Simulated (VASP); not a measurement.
# Ge (Imma) in VASP: a series of runs

Runs on Ge. Level: PBEsol. Tasks: single point.

Everything below comes from runs of VASP 6.6.1. Logs are shortened: lines on timing, memory, paths and dates and some standing lists are left out, and cuts for length are marked.

## Step 1: The cell of the first run

The structure is orthorhombic, space group Imma (No. 74). Conventional cell: a = 3.946 Å, b = 3.946 Å, c = 5.581 Å, α = 90.00°, β = 90.00°, γ = 90.00°. Within 3.1 Å of Ge (site symmetry mm2) lie 4 Ge at 2.33 to 2.52 Å.

## Step 2: Single point, PBEsol (atoms displaced along a vibrational mode, the cell strained)

The input, INCAR:

```
SYSTEM = Ge
PREC = Accurate ; ENCUT = 520
EDIFF = 1E-6 ; ISMEAR = 0
SIGMA = 0.15 ; LREAL = .FALSE.
LASPH = .TRUE. ; NELM = 60
ALGO = Normal ; ISIF = 2
LWAVE = .FALSE. ; LCHARG = .FALSE.
GGA = PS ; NBANDS = 21
```

The input, KPOINTS:

```
Automatic mesh
0
G
  14 14 14
  0 0 0
```

The input, POSCAR:

```
Ge
1.0
    0.0000000000      2.7904693977      2.7904693977
    2.7904693977      0.0000000000      2.7904693977
    2.7904693977      2.7904693977      0.0000000000
Ge
2
Direct
    0.5147998756      0.4852001244      0.4852001244
    0.7352001244      0.7647998756      0.7647998756
```

Potentials or basis: VASP PAW PBE potentials, release 64 (Ge_d).

On the command line:

```bash
> cat potpaw_PBE.64/Ge_d/POTCAR > POTCAR
> mpirun -np 1 vasp_std > vasp.out
```

OUTCAR:

```text
SYSTEM = Ge
   PREC = Accurate
   ENCUT = 520
   EDIFF = 1E-6
   ISMEAR = 0
   LREAL = .FALSE.
   LASPH = .TRUE.
   NELM = 60
   ISIF = 2
   GGA = PS

 ion  position               nearest neighbor table
   1  0.515  0.485  0.485-   2 2.33   2 2.33   2 2.52   2 2.52
   2  0.735  0.765  0.765-   1 2.33   1 2.33   1 2.52   1 2.52

  LATTYP: Found a face centered cubic cell.
 ALAT       =     5.5809387954

  Lattice vectors:

 A1 = (   0.0000000000,   2.7904693977,   2.7904693977)
 A2 = (   2.7904693977,   0.0000000000,   2.7904693977)
 A3 = (   2.7904693977,   2.7904693977,   0.0000000000)

Analysis of symmetry for initial positions (statically):
=====================================================================
 Subroutine PRICEL returns:
 Original cell was already a primitive cell.

 Routine SETGRP: Setting up the symmetry group for a
 face centered cubic supercell.

 Subroutine GETGRP returns: Found  8 space group operations
 (whereof  4 operations were pure point group operations)
 out of a pool of 48 trial point group operations.

The static configuration has the point symmetry C_2v.
 The point group associated with its full space group is D_2h.

Analysis of symmetry for dynamics (positions and initial velocities):
=====================================================================
 Subroutine PRICEL returns:
 Original cell was already a primitive cell.

 Routine SETGRP: Setting up the symmetry group for a
 face centered cubic supercell.

 Subroutine GETGRP returns: Found  8 space group operations
 (whereof  4 operations were pure point group operations)
 out of a pool of 48 trial point group operations.

The dynamic configuration has the point symmetry C_2v.
 The point group associated with its full space group is D_2h.

 Subroutine INISYM returns: Found  8 space group operations
 (whereof  4 operations are pure point group operations),
 and found     1 'primitive' translations

----------------------------------------------------------------------------------------

                                     Primitive cell

  volume of cell :      43.4572

  direct lattice vectors                    reciprocal lattice vectors
     0.000000000  2.790469398  2.790469398    -0.179181324  0.179181324  0.179181324
     2.790469398  0.000000000  2.790469398     0.179181324 -0.179181324  0.179181324
     2.790469398  2.790469398  0.000000000     0.179181324  0.179181324 -0.179181324

  length of vectors
     3.946319668  3.946319668  3.946319668     0.310351156  0.310351156  0.310351156
[... 74 lines left out ...]
   ICHARG =      2    charge: 1-file 2-atom 10-const
   ISPIN  =      1    spin polarized calculation?
   LNONCOLLINEAR =      F non collinear calculations
   LSORBIT =      F    spin-orbit coupling
   LASPH  =      T    aspherical Exc in radial PAW
   ENCUT  =  520.0 eV  38.22 Ry    6.18 a.u.   7.34  7.34  7.34*2*pi/ulx,y,z
   NELM   =     60;   NELMIN=  2; NELMDL= -5     # of ELM steps
   EDIFF  = 0.1E-05   stopping-criterion for ELM
   LREAL  =      F    real-space projection
   EDIFFG = 0.1E-04   stopping-criterion for IOM
   NSW    =      0    number of steps for IOM
   IBRION =     -1    ionic relax: 0-MD 1-quasi-New 2-CG
   NFREE  =      0    steps in history (QN), initial steepest desc. (CG)
   ISIF   =      2    stress and relaxation
   ISYM   =      2    0-nonsym 1-usesym 2-fastsym
   POTIM  = 0.5000    time-step for ionic-motion
   TEBEG  =    0.0;   TEEND  =   0.0 temperature during run
   PSTRESS=    0.0 pullay stress
   NELECT =      28.0000    total number of electrons
   NUPDOWN=      -1.0000    fix difference up-down
   EMIN   =  10.00;   EMAX   =-10.00  energy-range for DOS
   EFERMI =   0.00;   METHOD = LEGACY
   ISMEAR =     0;   SIGMA  =   0.15  broadening in eV -4-tet -1-fermi 0-gaus
   EFERMI_NEDOS =   21; number of points for ismear=-14 and -15
   IALGO  =     38    algorithm
   IMIX   =      4    mixing-type and parameters
     AMIX     =   0.40;   BMIX     =  1.00
     AMIX_MAG =   1.60;   BMIX_MAG =  1.00
  volume/ion in A,a.u.               =      21.73       146.63
  Fermi-wavevector in a.u.,A,eV,Ry     =   1.413970  2.672016 27.202286  1.999312
  Thomas-Fermi vector in A             =   2.535561
   LORBIT       =      0    0 simple, 1 ext, 2 COOP (PROOUT), +10 PAW based schemes
   GGA     = PS    functional components
   LHFCALC =     F    Hartree Fock is set to
   AEXX    =    0.0000 exact exchange contribution
   IVDW    =     0    specifies the selected vdW correction
   LEPSILON=     F    determine dielectric tensor
   LRPA    =     F    only Hartree local field effects (RPA)
 non-spin polarized calculation
 Gauss-broadening in eV      SIGMA  =   0.15
  energy-cutoff  :      520.00
  volume of cell :       43.46
 maximum number of plane-waves:      1211
 NGX is ok and might be reduce to    30
   NGX = 15   NGY = 15   NGZ = 15

 number of electron      28.0000014 magnetization

 Free energy of the ion-electron system (eV)
  ---------------------------------------------------
  ext. energy  EPLUGINS =         0.00000000
  ---------------------------------------------------
  free energy    TOTEN  =        -9.68648976 eV

  energy without entropy =       -9.68519246  energy(sigma->0) =       -9.68584111

 E-fermi :   5.4843     XC(G=0): -10.3296

 val. band max:        5.4803092843   @ k =   0.0714   0.0000   0.0000
 cond. band min:       5.5502460042   @ k =   0.1429  -0.4286  -0.4286
 fundamental gap:      0.0699367199
 Fermi energy:         5.4843000488

 k-point     1 :       0.0000    0.0000    0.0000
  band No.  band energies     occupation
      1     -19.6294      2.00000
      2     -19.6142      2.00000
      3     -19.5627      2.00000
      4     -19.5502      2.00000
      5     -19.5498      2.00000
      6     -19.3400      2.00000
[... 565 lines left out ...]
     20      13.5231      0.00000
     21      14.1448      0.00000

 [... further k-points ...]
[... 5 lines left out ...]
  --------------------------------------------------------------------------------------
  -------------------------------------------------------------------------------------
  Total        0.9031150      1.3313632      1.3313632      0.0000000     -1.7506647      0.0000000
  in kB       33.2959834     49.0846089     49.0846089      0.0000000    -64.5433887      0.0000000
  external PRESSURE =      43.8217337 kB  Pullay stress =       0.0000000 kB

 VOLUME and BASIS-vectors are now :
 -----------------------------------------------------------------------------
  energy-cutoff  :      520.00
  volume of cell :       43.46
      direct lattice vectors                 reciprocal lattice vectors
     0.000000000  2.790469398  2.790469398    -0.179181324  0.179181324  0.179181324
     2.790469398  0.000000000  2.790469398     0.179181324 -0.179181324  0.179181324
     2.790469398  2.790469398  0.000000000     0.179181324  0.179181324 -0.179181324

 POSITION                                       TOTAL-FORCE (eV/Angst)
 -----------------------------------------------------------------------------------
      2.70787      2.79047      2.79047         1.933811      0.000000      0.000000
      4.26830      4.18570      4.18570        -1.933811      0.000000      0.000000
 -----------------------------------------------------------------------------------
    total drift:                               -0.000000     -0.000000      0.000000

  FREE ENERGIE OF THE ION-ELECTRON SYSTEM (eV)
  ---------------------------------------------------
  free  energy   TOTEN  =        -9.6864897619 eV

  energy  without entropy=       -9.6851924584  energy(sigma->0) =       -9.68584111
```

stdout:

```text
POSCAR found type information on POSCAR Ge
 POSCAR found :  1 types and       2 ions
 scaLAPACK will be used
 -----------------------------------------------------------------------------
|                                                                             |
|                                                                             |
|     You enforced a specific xc type in the INCAR file but a different       |
|     I HOPE YOU KNOW WHAT YOU ARE DOING!                                     |
|                                                                             |
 -----------------------------------------------------------------------------

 LDA part: xc-table for (Slater+PW92), standard interpolation
 POSCAR, INCAR and KPOINTS ok, starting setup
 FFT: planning ... GRIDC
 FFT: planning ... GRID_SOFT
 FFT: planning ... GRID
 WAVECAR not read
 entering main loop
```

It took 2.3 min on 1 thread of Intel Xeon 6975P-C (Granite Rapids), shared host; peak memory 0.4 GiB.

Results:

| Quantity | Value |
| --- | --- |
| Free energy | -9.6865 eV |
| Pressure | 4.4 GPa |
| Largest force | 1.934 eV/Å |
| Band gap on the k mesh | zero (bands 14 and 15 overlap by 0.62 eV) |

Forces on the atoms (eV/Å):
```
Ge   1.934  0.000  0.000
Ge  -1.934  0.000  0.000
```

Caveat: the cell differs from its parent crystal (atoms displaced along a vibrational mode, the cell strained); the cell stands under pressure; semilocal functionals underestimate gaps, and a narrow one can read as zero; the PAW data sets were made with another functional, which shifts forces and pressure a little.

## Step 3: Single point, PBEsol (atoms displaced along a vibrational mode, the cell strained)

The input, INCAR:

```
PREC = Accurate
ENCUT = 520
EDIFF = 1E-6
ISMEAR = 0
SIGMA = 0.15
LREAL = False
LASPH = True
NELM = 80
ALGO = Normal
ISIF = 2
LWAVE = False
LCHARG = False
GGA = PS
NBANDS = 21
```

The input, KPOINTS:

```
Automatic mesh
0
Gamma
  14 14 14
```

The input, POSCAR:

```
Ge
1.0
    0.0000000000      2.7669151457      2.7669151457
    2.7669151457      0.0000000000      2.7669151457
    2.7669151457      2.7669151457      0.0000000000
Ge
2
Direct
    0.5147998756      0.4852001244      0.4852001244
    0.7352001244      0.7647998756      0.7647998756
```

Potentials or basis: VASP PAW PBE potentials, release 64 (Ge_d).

On the command line:

```bash
> cat potpaw_PBE.64/Ge_d/POTCAR > POTCAR
> mpirun -np 1 vasp_std > vasp.out
```

Run time: 3.3 min. Hardware: 1 thread of AMD EPYC 9R45 (Zen 5), shared host; peak memory 0.37 GiB.

The run converged. Its results:

```yaml
Free_energy: -9.6464 eV
Pressure: 7.0 GPa
Largest_force: 2.027 eV/Å
Band_gap_on_the_k_mesh: zero (bands 14 and 15 overlap by 0.53 eV)
```

Forces on the atoms (eV/Å):
```
Ge   2.027  0.000  0.000
Ge  -2.027  0.000  0.000
```

Stress tensor (GPa, compression positive):
```
 5.84  0.00  0.00
 0.00  7.63 -7.24
 0.00 -7.24  7.63
```

Levels at points of the mesh, in eV from the Fermi level:
| k point | band 11 | band 12 | band 13 | band 14 | band 15 | band 16 | band 17 | band 18 |
| --- | --- | --- | --- | --- | --- | --- | --- | --- |
| (0.00, 0.00, 0.00) | -13.58 | -1.02 | -0.14 | 0.38 | 0.58 | 1.74 | 2.26 | 2.95 |
| (0.50, 0.00, 0.00) | -11.52 | -7.73 | -2.24 | -1.30 | -0.12 | 2.81 | 3.96 | 6.61 |
| (0.00, 0.50, 0.00) | -11.10 | -8.66 | -2.05 | -1.29 | 0.32 | 3.07 | 4.22 | 6.86 |
| (0.50, 0.50, 0.00) | -9.45 | -9.45 | -3.50 | -3.50 | 0.31 | 0.31 | 9.88 | 9.88 |
| (0.00, 0.50, 0.50) | -9.96 | -8.80 | -3.83 | -3.35 | -0.11 | 0.79 | 9.48 | 10.22 |

Caveat: the cell differs from its parent crystal (atoms displaced along a vibrational mode, the cell strained); the cell stands under pressure; semilocal functionals underestimate gaps, and a narrow one can read as zero; the PAW data sets were made with another functional, which shifts forces and pressure a little.

## Step 4: Single point, PBEsol (atoms displaced along a vibrational mode, the cell strained)

The input, INCAR:

```
SYSTEM = Ge
PREC = Accurate
ENCUT = 520
EDIFF = 1E-6
ISMEAR = 0
SIGMA = 0.15
LREAL = .False.
LASPH = .True.
NELM = 100
ALGO = Normal
ISIF = 2
LWAVE = .False.
LCHARG = .False.
GGA = PS
NBANDS = 21
```

The input, KPOINTS:

```
Automatic mesh
0
Gamma
  14 14 14
  0 0 0
```

The input, POSCAR:

```
Ge
1.0
    0.0000000000      2.9088082301      2.9088082301
    2.9088082301      0.0000000000      2.9088082301
    2.9088082301      2.9088082301      0.0000000000
Ge
2
Direct
    0.5147998756      0.4852001244      0.4852001244
    0.7352001244      0.7647998756      0.7647998756
```

On the command line:

```bash
> cat potpaw_PBE.64/Ge_d/POTCAR > POTCAR
> mpirun -np 1 vasp_std > vasp.out
```

Run time: 1.8 min. Hardware: 1 thread of Intel Xeon 6975P-C (Granite Rapids), shared host; peak memory 0.45 GiB.

Results (log left out):

| Quantity | Value |
| --- | --- |
| Free energy | -9.6937 eV |
| Pressure | -3.4 GPa |
| Largest force | 1.521 eV/Å |
| Band gap on the k mesh | zero (bands 14 and 15 overlap by 1.01 eV) |

Forces on the atoms (eV/Å):
```
Ge   1.521  0.000  0.000
Ge  -1.521  0.000  0.000
```

Stress tensor (GPa, compression positive):
```
-3.95  0.00  0.00
 0.00 -3.13 -3.44
 0.00 -3.44 -3.13
```

Levels at points of the mesh, in eV from the Fermi level:
```tsv
k point	band 10	band 11	band 12	band 13	band 14	band 15	band 16	band 17	band 18	band 19
(0.00, 0.00, 0.00)	-24.63	-12.37	-0.91	-0.90	-0.08	0.60	1.76	2.25	2.93	5.83
(0.50, 0.00, 0.00)	-24.60	-10.68	-6.94	-1.93	-1.03	-0.55	2.80	3.96	6.58	9.49
(0.00, 0.50, 0.00)	-24.58	-10.27	-7.92	-1.73	-1.01	-0.02	3.05	4.20	6.87	9.29
(0.50, 0.50, 0.00)	-24.58	-8.81	-8.81	-2.91	-2.91	0.57	0.57	8.71	8.71	10.41
(0.00, 0.50, 0.50)	-24.59	-9.34	-8.16	-3.24	-2.75	0.11	1.08	8.31	9.07	9.92
```

Caveat: the cell differs from its parent crystal (atoms displaced along a vibrational mode, the cell strained); the cell stands under tension; the PAW data sets were made with another functional, which shifts forces and pressure a little.

## Step 5: Summary

| cell | gap on the mesh (eV) | pressure (GPa) | largest force (eV/Å) |
| --- | --- | --- | --- |
| a = 3.946 Å, angles 60.0°, 2 atoms | none | 4.4 | 1.93 |
| a = 3.913 Å, angles 60.0°, 2 atoms | none | 7.0 | 2.03 |
| a = 4.114 Å, angles 60.0°, 2 atoms | none | -3.4 | 1.52 |

Alike in all rows: task single point; level PBEsol; potentials or basis VASP PAW PBE potentials, release 64 (Ge_d); no spin polarisation; k mesh 14 × 14 × 14; cutoff (eV) 520; smearing gaussian 0.15 eV.

Caveats: the PAW data sets were made with another functional, which shifts forces and pressure a little; the cell stands under pressure (at least some runs); semilocal functionals underestimate gaps, and a narrow one can read as zero (at least some runs); the cell stands under tension (at least some runs).

Absolute energies hang on the potentials; compare differences alone.

The gap in the log of VASP goes by the Fermi energy; the results here count the filled bands.